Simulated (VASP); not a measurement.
# InSe (P6_3/mmc) in VASP: relaxation of cell and atoms with PBE+D3(BJ)

Aim: the relaxation of cell and atoms of InSe with PBE+D3(BJ).

Everything below comes from runs of VASP 6.6.1. Logs are shortened: lines on timing, memory, paths and dates and some standing lists are left out, and cuts for length are marked.

## 1. The cell of the first run

Symmetry: P6_3/mmc, No. 194, hexagonal system. Conventional cell: a = 4.044 Å, b = 4.044 Å, c = 16.762 Å, α = 90.00°, β = 90.00°, γ = 120.00°. In (site symmetry 3m) has 3 Se at 2.66 Å and 1 In at 2.80 Å within 3.5 Å. Se (site symmetry 3m) has 3 In at 2.66 Å within 3.5 Å.

## 2. Relaxation of cell and atoms, PBE+D3(BJ)

Contents of INCAR:

```
SYSTEM = InSe
PREC     = Accurate       ! precision mode
ENCUT    = 500            ! plane-wave cutoff, eV
EDIFF    = 1E-7           ! SCF threshold, eV
ISMEAR   = 0              ! smearing method
SIGMA    = 0.02           ! smearing width, eV
LREAL    = .FALSE.        ! projectors in reciprocal space
LASPH    = .TRUE.         ! aspherical terms in the spheres
NELM     = 120            ! most SCF steps
ALGO     = Normal         ! electronic algorithm
ISIF     = 3              ! what is computed and relaxed
LWAVE    = .FALSE.        ! write WAVECAR
LCHARG   = .FALSE.        ! write CHGCAR
GGA      = PE             ! functional
IVDW     = 12             ! dispersion correction
IBRION   = 2              ! ionic algorithm
NSW      = 100            ! ionic steps
EDIFFG   = -0.002         ! ionic threshold
GGA_COMPAT= .FALSE.      
NELMIN   = 4            
KPAR     = 4
```

Contents of KPOINTS:

```
regular mesh
0
G
  15 15 4
  0 0 0
```

Contents of POSCAR:

```
InSe
1.0
    4.0435953902      0.0000000000      0.0000000000
   -2.0217976951      3.5018563305      0.0000000000
    0.0000000000      0.0000000000     16.7615309402
In Se
4 4
Direct
    0.3333333333      0.6666666667      0.1665097174
    0.6666666667      0.3333333333      0.6665097174
    0.3333333333      0.6666666667      0.3334902826
    0.6666666667      0.3333333333      0.8334902826
    0.3333333333      0.6666666667      0.5902354765
    0.6666666667      0.3333333333      0.0902354765
    0.3333333333      0.6666666667      0.9097645235
    0.6666666667      0.3333333333      0.4097645235
```

Potentials or basis: VASP PAW PBE potentials, release 64 (In_d, Se).

On the command line:

```sh
cat potpaw_PBE.64/In_d/POTCAR potpaw_PBE.64/Se/POTCAR > POTCAR
mpirun -np 4 vasp_std > vasp.out
```

OUTCAR:

```text
SYSTEM = InSe
   PREC = Accurate
   ENCUT = 500
   EDIFF = 1E-7
   ISMEAR = 0
   LREAL = .FALSE.
   LASPH = .TRUE.
   NELM = 120
   ISIF = 3
   GGA = PE
   IVDW = 12
   IBRION = 2
   NSW = 100
   EDIFFG = -0.002
   NELMIN = 4
 IVDW          = 12

 ion  position               nearest neighbor table
   1  0.333  0.667  0.167-   6 2.66   6 2.66   6 2.66   3 2.80
   2  0.667  0.333  0.667-   5 2.66   5 2.66   5 2.66   4 2.80
   3  0.333  0.667  0.333-   8 2.66   8 2.66   8 2.66   1 2.80
   4  0.667  0.333  0.833-   7 2.66   7 2.66   7 2.66   2 2.80
   5  0.333  0.667  0.590-   2 2.66   2 2.66   2 2.66
   6  0.667  0.333  0.090-   1 2.66   1 2.66   1 2.66
   7  0.333  0.667  0.910-   4 2.66   4 2.66   4 2.66
   8  0.667  0.333  0.410-   3 2.66   3 2.66   3 2.66

  LATTYP: Found a hexagonal cell.
 ALAT       =     4.0435953902
 C/A-ratio  =     4.1452047801

  Lattice vectors:

 A1 = (   4.0435953902,   0.0000000000,   0.0000000000)
 A2 = (  -2.0217976951,   3.5018563305,   0.0000000000)
 A3 = (   0.0000000000,   0.0000000000,  16.7615309402)

Analysis of symmetry for initial positions (statically):
=====================================================================
 Subroutine PRICEL returns:
 Original cell was already a primitive cell.

 Routine SETGRP: Setting up the symmetry group for a
 hexagonal supercell.

 Subroutine GETGRP returns: Found 24 space group operations
 (whereof 12 operations were pure point group operations)
 out of a pool of 24 trial point group operations.

The static configuration has the point symmetry D_3d.
 The point group associated with its full space group is D_6h.

Analysis of symmetry for dynamics (positions and initial velocities):
=====================================================================
 Subroutine PRICEL returns:
 Original cell was already a primitive cell.

 Routine SETGRP: Setting up the symmetry group for a
 hexagonal supercell.

 Subroutine GETGRP returns: Found 24 space group operations
 (whereof 12 operations were pure point group operations)
 out of a pool of 24 trial point group operations.

The dynamic configuration has the point symmetry D_3d.
 The point group associated with its full space group is D_6h.

 Subroutine INISYM returns: Found 24 space group operations
 (whereof 12 operations are pure point group operations),
 and found     1 'primitive' translations

----------------------------------------------------------------------------------------

                                     Primitive cell

  volume of cell :     237.3448

  direct lattice vectors                    reciprocal lattice vectors
     4.043595390  0.000000000  0.000000000     0.247304664  0.142781414  0.000000000
    -2.021797695  3.501856330  0.000000000     0.000000000  0.285562829  0.000000000
     0.000000000  0.000000000 16.761530940     0.000000000  0.000000000  0.059660421

  length of vectors
     4.043595390  4.043595390 16.761530940     0.285562829  0.285562829  0.059660421

  position of ions in fractional coordinates (direct lattice)
     0.333333333  0.666666667  0.166509717
     0.666666667  0.333333333  0.666509717
     0.333333333  0.666666667  0.333490283
     0.666666667  0.333333333  0.833490283
     0.333333333  0.666666667  0.590235476
     0.666666667  0.333333333  0.090235476
     0.333333333  0.666666667  0.909764524
     0.666666667  0.333333333  0.409764524

  ion indices of the primitive-cell ions
   primitive index   ion index
                 1           1
                 2           2
                 3           3
                 4           4
                 5           5
                 6           6
                 7           7
                 8           8

----------------------------------------------------------------------------------------

 KPOINTS: regular mesh

Automatic generation of k-mesh.
 Grid dimensions read from file:
 generate k-points for:   15   15    4

 Generating k-lattice:

  Cartesian coordinates                     Fractional coordinates (reciprocal lattice)
     0.016486978  0.009518761  0.000000000     0.066666667  0.000000000  0.000000000
     0.000000000  0.019037522  0.000000000     0.000000000  0.066666667  0.000000000
     0.000000000  0.000000000  0.014915105     0.000000000  0.000000000  0.250000000

  Length of vectors
     0.019037522  0.019037522  0.014915105

  Shift w.r.t. Gamma in fractional coordinates (k-lattice)
     0.000000000  0.000000000  0.000000000

 Subroutine IBZKPT returns following result:
 ===========================================

 Found     81 irreducible k-points:

 Following reciprocal coordinates:
            Coordinates               Weight
  0.000000  0.000000  0.000000      1.000000
  0.066667  0.000000  0.000000      6.000000
  0.133333 -0.000000  0.000000      6.000000
  0.200000  0.000000  0.000000      6.000000
  0.266667 -0.000000  0.000000      6.000000
  0.333333  0.000000  0.000000      6.000000
[... 16 lines left out ...]
  0.333333  0.200000  0.000000     12.000000
  0.400000  0.200000  0.000000      6.000000
 [... further k-points ...]
   k-points           NKPTS =     81   k-points in BZ     NKDIM =     81   number of bands    NBANDS=     45
   number of dos      NEDOS =    301   number of ions     NIONS =      8
   total plane-waves  NPLWV = 113400
   dimension x,y,z NGX =    30 NGY =   30 NGZ =  126
   dimension x,y,z NGXF=    60 NGYF=   60 NGZF=  252
   ions per type =               4   4
   NGX,Y,Z   is equivalent  to a cutoff of  12.33, 12.33, 12.50 a.u.
   NGXF,Y,Z  is equivalent  to a cutoff of  24.67, 24.67, 24.99 a.u.
 SYSTEM =  InSe
   PREC   = accura    normal or accurate (medium, high low for compatibility)
   ISTART =      0    job   : 0-new  1-cont  2-samecut
   ICHARG =      2    charge: 1-file 2-atom 10-const
   ISPIN  =      1    spin polarized calculation?
   LNONCOLLINEAR =      F non collinear calculations
   LSORBIT =      F    spin-orbit coupling
   LASPH  =      T    aspherical Exc in radial PAW
   ENCUT  =  500.0 eV  36.75 Ry    6.06 a.u.   7.37  7.37 30.56*2*pi/ulx,y,z
   NELM   =    120;   NELMIN=  4; NELMDL= -5     # of ELM steps
   EDIFF  = 0.1E-06   stopping-criterion for ELM
   LREAL  =      F    real-space projection
   EDIFFG = -.2E-02   stopping-criterion for IOM
   NSW    =    100    number of steps for IOM
   IBRION =      2    ionic relax: 0-MD 1-quasi-New 2-CG
   NFREE  =      1    steps in history (QN), initial steepest desc. (CG)
   ISIF   =      3    stress and relaxation
   ISYM   =      2    0-nonsym 1-usesym 2-fastsym
   POTIM  = 0.5000    time-step for ionic-motion
   TEBEG  =    0.0;   TEEND  =   0.0 temperature during run
   PSTRESS=    0.0 pullay stress
   NELECT =      76.0000    total number of electrons
   NUPDOWN=      -1.0000    fix difference up-down
   EMIN   =  10.00;   EMAX   =-10.00  energy-range for DOS
   EFERMI =   0.00;   METHOD = LEGACY
   ISMEAR =     0;   SIGMA  =   0.02  broadening in eV -4-tet -1-fermi 0-gaus
   EFERMI_NEDOS =   21; number of points for ismear=-14 and -15
   IALGO  =     38    algorithm
   IMIX   =      4    mixing-type and parameters
     AMIX     =   0.40;   BMIX     =  1.00
     AMIX_MAG =   1.60;   BMIX_MAG =  1.00
  volume/ion in A,a.u.               =      29.67       200.21
  Fermi-wavevector in a.u.,A,eV,Ry     =   1.120004  2.116500 17.067261  1.254408
  Thomas-Fermi vector in A             =   2.256647
   LORBIT       =      0    0 simple, 1 ext, 2 COOP (PROOUT), +10 PAW based schemes
   GGA     = PE    functional components
   LHFCALC =     F    Hartree Fock is set to
   AEXX    =    0.0000 exact exchange contribution
   IVDW    =    12    specifies the selected vdW correction
   LEPSILON=     F    determine dielectric tensor
   LRPA    =     F    only Hartree local field effects (RPA)
 conjugate gradient relaxation of ions
 non-spin polarized calculation
 Gauss-broadening in eV      SIGMA  =   0.02
  energy-cutoff  :      500.00
  volume of cell :      237.34
 maximum number of plane-waves:      6091
 NGX is ok and might be reduce to    30
   NGX = 15   NGY = 15   NGZ = 61

--------------------------------------- Ionic step        1  -------------------------------------------

 number of electron      76.0000023 magnetization

 Free energy of the ion-electron system (eV)
  ---------------------------------------------------
  ext. energy  EPLUGINS =         0.00000000
  ---------------------------------------------------
  free energy    TOTEN  =       -28.33628092 eV

  energy without entropy =      -28.33628092  energy(sigma->0) =      -28.33628092

------------------------ aborting loop because EDIFF is reached ----------------------------------------

 Edisp (eV)   -2.35943

 E8    (eV) :    -1.0811

  FORCE on cell =-STRESS in cart. coord.  units (eV):
  Direction    XX          YY          ZZ          XY          YZ          ZX
  --------------------------------------------------------------------------------------
  -------------------------------------------------------------------------------------
  Total      -0.19936    -0.19936    -0.05916     0.00000     0.00000     0.00000
  in kB      -1.34580    -1.34580    -0.39936     0.00000     0.00000     0.00000
  external pressure =       -1.03 kB  Pullay stress =        0.00 kB
[... 115 lines left out ...]
  FREE ENERGIE OF THE ION-ELECTRON SYSTEM (eV)
  ---------------------------------------------------
  free  energy   TOTEN  =       -30.6966430616 eV

  energy  without entropy=      -30.6966430616  energy(sigma->0) =      -30.69664306

[... ionic steps 4 to 11 ...]

--------------------------------------- Ionic step       12  -------------------------------------------

 number of electron      76.0000014 magnetization

------------------------ aborting loop because EDIFF is reached ----------------------------------------

 Edisp (eV)   -2.37379

 E8    (eV) :    -1.0877
[... 81 lines left out ...]
  energy  without entropy=      -30.6969339489  energy(sigma->0) =      -30.69693395

--------------------------------------- Ionic step       14  -------------------------------------------

 number of electron      76.0000014 magnetization

 Free energy of the ion-electron system (eV)
  ---------------------------------------------------
  ext. energy  EPLUGINS =         0.00000000
  ---------------------------------------------------
  free energy    TOTEN  =       -28.32339582 eV

  energy without entropy =      -28.32339582  energy(sigma->0) =      -28.32339582

 E-fermi :   4.0857     XC(G=0):  -8.8736

 val. band max:        4.0091439253   @ k =   0.0000   0.0000   0.0000
 cond. band min:       4.3641138762   @ k =   0.0000   0.0000   0.0000
 fundamental gap:      0.3549699509
 Fermi energy:         4.0857471370

 k-point     1 :       0.0000    0.0000    0.0000
  band No.  band energies     occupation
      1     -10.7760      2.00000
      2     -10.7752      2.00000
      3     -10.5906      2.00000
      4     -10.5906      2.00000
      5     -10.5901      2.00000
      6     -10.5901      2.00000
[... 1141 lines left out ...]
     44       7.5344      0.00000
     45       8.0474      0.00000

 [... further k-points ...]

------------------------ aborting loop because EDIFF is reached ----------------------------------------

 Edisp (eV)   -2.37355

 E8    (eV) :    -1.0876

  FORCE on cell =-STRESS in cart. coord.  units (eV):
  Direction    XX          YY          ZZ          XY          YZ          ZX
  --------------------------------------------------------------------------------------
  -------------------------------------------------------------------------------------
  Total      -0.00043    -0.00043     0.00723     0.00000     0.00000     0.00000
  in kB      -0.00294    -0.00294     0.04909     0.00000     0.00000     0.00000
  external pressure =        0.01 kB  Pullay stress =        0.00 kB
[... 23 lines left out ...]
  FREE ENERGIE OF THE ION-ELECTRON SYSTEM (eV)
  ---------------------------------------------------
  free  energy   TOTEN  =       -30.6969474186 eV

  energy  without entropy=      -30.6969474186  energy(sigma->0) =      -30.69694742

 reached required accuracy - stopping structural energy minimisation
```

Wall time 16 min (4 MPI ranks of Intel Xeon 6975P-C (Granite Rapids), shared host); peak memory 0.81 GiB.

Results:

| Property | Result |
| --- | --- |
| Free energy | -30.6969 eV |
| Relaxed volume | 29.51 Å³/atom |
| Relaxed cell | a = 4.033 Å, b = 4.033 Å, c = 16.761 Å, α = 90.00°, β = 90.00°, γ = 120.00° |
| Space group after relaxing (to 0.1 Å) | P6_3/mmc (No. 194) |
| Energy gained by relaxing | 0.2 meV/atom |
| Ionic steps | 14 |
| Pressure after relaxing | 0.0 GPa |
| Band gap on the k mesh | 0.35 eV |
| Dispersion energy per atom | -0.297 eV |

The path:
```tsv
step	energy change (eV)	largest force (eV/Å)	pressure (GPa)	volume (Å³)
1	0.0000	0.0440	-0.10	237.34
2	-0.0008	0.0262	-0.01	236.69
3	-0.0009	0.0244	0.04	236.32
4	-0.0010	0.0238	0.06	236.19
5	-0.0012	0.0124	-0.02	236.32
6	-0.0012	0.0134	-0.02	236.33
7	-0.0012	0.0050	0.01	236.19
8	-0.0012	0.0038	0.00	236.22
9	-0.0012	0.0036	0.00	236.23
10	-0.0012	0.0035	0.00	236.21
11	-0.0012	0.0033	0.00	236.16
12	-0.0012	0.0028	0.01	236.05
13	-0.0012	0.0051	-0.03	236.15
14	-0.0012	0.0011	0.00	236.07
```

Final structure:
```
CELL_PARAMETERS angstrom
4.03276 0.00000 0.00000
-2.01638 3.49248 0.00000
0.00000 0.00000 16.76105
ATOMIC_POSITIONS crystal
In 0.33333 0.66667 0.16667
In 0.66667 0.33333 0.66667
In 0.33333 0.66667 0.33333
In 0.66667 0.33333 0.83333
Se 0.33333 0.66667 0.58980
Se 0.66667 0.33333 0.08980
Se 0.33333 0.66667 0.91020
Se 0.66667 0.33333 0.41020
```

Levels at points of the mesh, in eV from the valence-band top:
| k point | band 36 | band 37 | band 38 | band 39 | band 40 | band 41 |
| --- | --- | --- | --- | --- | --- | --- |
| (0.00, 0.00, 0.00) | -1.09 | -1.09 | 0.00 | 0.35 | 1.73 | 2.12 |
| (0.00, 0.00, 0.50) | -1.12 | -0.92 | -0.92 | 1.22 | 1.22 | 2.13 |

Caveat: spin-orbit coupling is left out, which moves the levels of the heavy elements; an odd mesh through Γ misses points on the zone boundary, where band edges can lie.
